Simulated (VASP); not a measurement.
The system is Mg2O.

```xyz
3
Lattice="1.5500 0.8949 4.9333 -1.5500 0.8949 4.9333 0.0000 -1.7898 4.9333" Properties=species:S:1:pos:R:3 pbc="T T T"
Mg    0.0000    0.0000   11.0556
Mg    0.0000    0.0000    3.7444
O     0.0000    0.0000    0.0000
```

* Program: VASP 6.6.1
* Task: relaxation of cell and atoms
* Functional: PBE
* Potentials or basis: VASP PAW PBE potentials, release 64 (Mg, O)
* Cutoff: 600 eV
* k mesh: 7 × 7 × 7
* Occupations: gaussian, width 0.2 eV
* Spin: no spin polarisation

At the start: pressure 1.1 GPa; volume 13.69 Å³/atom.

Q: Where does the relaxation end?

A: Over 4 steps the energy falls by 12.5 meV/atom and the volume is 13.68 Å³/atom (-0.1 %); space group R-3m (No. 166, to 0.1 Å) before and after.

The path:
| step | energy change (eV) | largest force (eV/Å) | pressure (GPa) | volume (Å³) |
| --- | --- | --- | --- | --- |
| 1 | 0.0000 | 0.6587 | 1.06 | 41.06 |
| 2 | -0.0350 | 0.0236 | -1.15 | 41.59 |
| 3 | -0.0350 | 0.0325 | -1.12 | 41.58 |
| 4 | -0.0374 | 0.0188 | -0.16 | 41.04 |

Final structure:
```
CELL_PARAMETERS angstrom
1.53580 0.88669 5.02244
-1.53580 0.88669 5.02244
0.00000 -1.77339 5.02244
ATOMIC_POSITIONS crystal
Mg 0.74935 0.74935 0.74935
Mg 0.25065 0.25065 0.25065
O 0.00000 0.00000 0.00000
```
